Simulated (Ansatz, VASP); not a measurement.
## One calculation of B3As, two programs

```
B As
1.0
     4.95465    0.00000    0.00000
    -2.47732    4.29085    0.00000
     0.00000    0.00000    4.40295
B As
6 2
Direct
  0.69534 0.00000 0.75000
  0.00000 0.30466 0.25000
  0.30466 0.00000 0.25000
  0.00000 0.69534 0.75000
  0.69534 0.69534 0.25000
  0.30466 0.30466 0.75000
  0.00000 0.00000 0.00000
  0.00000 0.00000 0.50000
```

Change from the starting cell: species swapped into the TiCl3 type (P6_3/mcm, No. 193).

Alike in both runs: task relaxation of cell and atoms; functional PBE; k mesh 6 × 6 × 4; occupations gaussian, width 0.1 eV; no spin polarisation.

|  | VASP | Ansatz |
| --- | --- | --- |
| version | VASP 6.6.1 | Ansatz 0.2.0 |
| potentials or method | VASP PAW PBE potentials, release 64 (B, As), cutoff 600 eV | scalar-relativistic, plane waves, PAW |
| valence electrons in the cell | 28 | 48 |

|  | VASP | Ansatz | Ansatz less VASP |
| --- | --- | --- | --- |
| gap on the k mesh at the Fermi level, each at its own relaxed structure (eV) | none | none | - |
| relaxed volume (Å³/atom) | 10.00 | 10.13 | +0.129 |
| relaxed length of the cell vector where the two differ most in proportion (Å) | 7.823 | 7.935 | +0.1120 |

A gap of «none» marks a metal or a gap that the smearing closes. VASP's potentials hold 28 valence electrons a cell and Ansatz's 48, so a difference there can come from the potentials and not from the codes.
